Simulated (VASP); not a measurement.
Here is a VASP 6.6.1 calculation.

The input POSCAR:

```
MgO
1.0
    3.2553350558      0.0000000000      0.0000000000
   -1.6276675279      2.8192028561      0.0000000000
    0.0000000000      0.0000000000      4.9840226120
Mg O
2 2
Direct
    0.3333333333      0.6666666667     -0.0101892103
    0.6666666667      0.3333333333      0.4898107897
    0.3333333333      0.6666666667      0.3851892103
    0.6666666667      0.3333333333      0.8851892103
```

The input INCAR.step1:

```
ALGO     = Normal         # electronic algorithm
EDIFF    = 1E-5           # SCF threshold, eV
ENCUT    = 750            # plane-wave cutoff, eV
GGA      = PE             # functional
GGA_COMPAT= F            
ISMEAR   = 0              # smearing method
LASPH    = T              # aspherical terms in the spheres
LCHARG   = F              # write CHGCAR
LREAL    = F              # projectors in reciprocal space
LWAVE    = T              # write WAVECAR
NBANDS   = 24             # bands
NELM     = 120            # most SCF steps
PREC     = Accurate       # precision mode
SIGMA    = 0.01           # smearing width, eV
```

Contents of INCAR.step2:

```
ALGO     = Normal         # electronic algorithm
EDIFF    = 1E-6           # SCF threshold, eV
ENCUT    = 750            # plane-wave cutoff, eV
GGA_COMPAT= F            
ISIF     = 2              # what is computed and relaxed
ISMEAR   = 0              # smearing method
ISTART   = 1            
LASPH    = T              # aspherical terms in the spheres
LCHARG   = F              # write CHGCAR
LMIXTAU  = T            
LREAL    = F              # projectors in reciprocal space
LWAVE    = F              # write WAVECAR
METAGGA  = R2SCAN         # meta-GGA
NBANDS   = 24             # bands
NELM     = 120            # most SCF steps
PREC     = Accurate       # precision mode
SIGMA    = 0.01           # smearing width, eV
```

The input KPOINTS:

```
k-points
0
Gamma
  12 12 6
```

Potentials or basis: VASP PAW PBE potentials, release 64 (Mg_sv, O).

The run is started by

```console
$ cat potpaw_PBE.64/Mg_sv/POTCAR potpaw_PBE.64/O/POTCAR > POTCAR
$ cp INCAR.step1 INCAR
$ mpirun -np 1 vasp_std > vasp.out
$ cp INCAR.step2 INCAR
$ mpirun -np 1 vasp_std > vasp.out
```

(1) Predict the largest force.

(2) What does it give for the band gap on the k mesh?

(3) Predict the pressure.

Results:

(1) 0.042 eV/Å.

(2) 4.40 eV.

(3) 4.0 GPa.

Caveat: the cell differs from its parent crystal (strain -1.0%); the cell stands under pressure; the PAW data sets were made with another functional, which shifts forces and pressure a little.
